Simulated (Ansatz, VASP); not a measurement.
**One calculation of LiF, two programs**

POSCAR

```
LiF
1.0
    0.0000000000      2.1197350000      2.0140000000
    2.1197350000      0.0000000000      2.0140000000
    2.1197350000      2.1197350000      0.0000000000
Li F
1 1
Direct
    0.0000000000      0.0000000000      0.0000000000
    0.5000000000      0.5000000000      0.5000000000
```

File INCAR.step1:

```
SYSTEM = LiF
PREC = Accurate
ENCUT = 520
ISMEAR = 0
SIGMA = 0.05
LREAL = .FALSE.
LASPH = .TRUE.
NELM = 100
NBANDS = 12
GGA = PE
ALGO = Normal
EDIFF = 1E-4
LWAVE = .TRUE.
LCHARG = .FALSE.
```

The input INCAR.step2:

```
SYSTEM = LiF
PREC = Accurate
ENCUT = 520
EDIFF = 1E-7
ISMEAR = 0
SIGMA = 0.05
LREAL = .FALSE.
LASPH = .TRUE.
NELM = 100
ALGO = Normal
ISIF = 2
LWAVE = .FALSE.
LCHARG = .TRUE.
METAGGA = R2SCAN
LMIXTAU = .TRUE.
LELF = .TRUE.
LVHAR = .TRUE.
NBANDS = 12
ISTART = 1
```

File KPOINTS:

```
Automatic mesh
0
G
  10 10 10
  0 0 0
```

Input for Ansatz:

```yaml
crystal:
  lattice:
    - [0.0, 2.119735, 2.014]
    - [2.119735, 0.0, 2.014]
    - [2.119735, 2.119735, 0.0]
  atoms:
    - { symbol: Li, position: [0.0, 0.0, 0.0] }
    - { symbol: F, position: [0.5, 0.5, 0.5] }
basis:
  ecutwfc: 500
kpoints:
  mp_grid: { grid: [10, 10, 10] }
hamiltonian:
  xc: r2scan
scf:
  occupations: { method: gaussian, width: 0.05 }
output:
  forces: true
  stress: true
  eigenvalues: true
```

Change from the starting cell: strain +0.0525 x Voigt [1, 1, 0, 0, 0, 0], atoms carried along.

Alike in both runs: task single point; functional r2SCAN; k mesh 10 × 10 × 10; occupations gaussian, width 0.05 eV; no spin polarisation.

|  | VASP | Ansatz |
| --- | --- | --- |
| version | VASP 6.6.1 | Ansatz 0.2.0 |
| potentials or method | VASP PAW PBE potentials, release 64 (Li_sv, F), cutoff 520 eV | scalar-relativistic, plane waves, PAW |
| valence electrons in the cell | 10 | 10 |

|  | VASP | Ansatz | Ansatz less VASP |
| --- | --- | --- | --- |
| gap on the k mesh at the Fermi level (eV) | 9.28 | 9.12 | -0.157 |
| least direct gap on the mesh (eV) | 9.28 | 9.12 | -0.157 |

VASP's potentials were made for PBE, not for r2SCAN.

Noted on VASP's run: the cutoff is short for stress, so the pressure is rough.
